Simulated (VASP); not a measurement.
Here is a VASP 6.6.1 calculation.

The input INCAR:

```
ALGO = Normal ; EDIFF = 1E-6
EDIFFG = -0.005 ; ENCUT = 600
GGA = PE ; IBRION = 2
ISIF = 3 ; ISMEAR = -1
LASPH = T ; LCHARG = F
LREAL = F ; LWAVE = F
NELM = 60 ; NSW = 32
PREC = Accurate ; PSTRESS = 4300.0
SIGMA = 0.08
```

File KPOINTS:

```
k-points
0
Gamma
  19 19 19
```

Contents of POSCAR:

```
Hf
1.0
   -2.0657231039      2.0657231039      1.1309007645
    2.0657231039     -2.0657231039      1.1309007645
    2.0657231039      2.0657231039     -1.1309007645
Hf
2
Direct
   -0.3750000000     -0.1250000000     -0.2500000000
    0.3750000000      0.1250000000      0.2500000000
```

Potentials or basis: VASP PAW PBE potentials, release 64 (Hf_pv).

Run with:

```console
$ cat potpaw_PBE.64/Hf_pv/POTCAR > POTCAR
$ mpirun -np 1 vasp_std > vasp.out
```

**Question.** What does it give for the relaxed cell?

**Answer.** a = 3.124 Å, b = 3.124 Å, c = 3.124 Å, α = 97.52°, β = 97.52°, γ = 137.59°.

**Question.** Predict the relaxed volume.

**Answer.** 9.58 Å³/atom.

The path:
```tsv
step	energy change (eV)	largest force (eV/Å)	pressure (GPa)	volume (Å³)
1	0.0000	0.0000	419.51	19.30
2	5.2503	0.0000	571.52	17.59
3	0.3631	0.0000	429.44	19.17
4	0.3865	0.0000	430.28	19.16
5	0.3787	0.0000	430.06	19.16
6	0.3606	0.0000	429.61	19.17
7	0.3730	0.0000	429.91	19.16
8	0.3731	0.0000	429.91	19.16
9	0.4006	0.0000	430.69	19.15
10	0.3763	0.0000	430.00	19.16
```

Caveat: the cell is relaxed towards a set pressure, so the enthalpy falls and the energy may rise.
